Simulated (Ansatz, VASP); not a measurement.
## PbS in VASP and in Ansatz

```xyz
2
Lattice="4.0897 0.0000 0.0000 -2.0448 3.5418 0.0000 0.0000 0.0000 3.7882" Properties=species:S:1:pos:R:3 pbc="T T T"
Pb    0.0000    0.0000    0.0000
S     2.0448    1.1806    1.8941
```

Alike in both runs: task single point; functional LDA; k mesh 6 × 6 × 6; occupations fermi-dirac, width 0.05 eV; no spin polarisation.

|  | VASP | Ansatz |
| --- | --- | --- |
| version | VASP 6.6.1 | Ansatz 0.2.0 |
| potentials or method | VASP PAW LDA potentials, release 64 (Pb_d, S), cutoff 520 eV | plane waves, PAW |
| valence electrons in the cell | 20 | 20 |

```csv
,VASP,Ansatz,Ansatz less VASP
pressure (GPa),-4.5,-4.5,-0.03
"traceless stress, the component that is largest in VASP (GPa)",-0.27,-0.30,-0.032
```

LDA's correlation is that of Perdew and Zunger in VASP and of Perdew and Wang (1992) in Ansatz.

Neither program's run includes spin-orbit coupling.
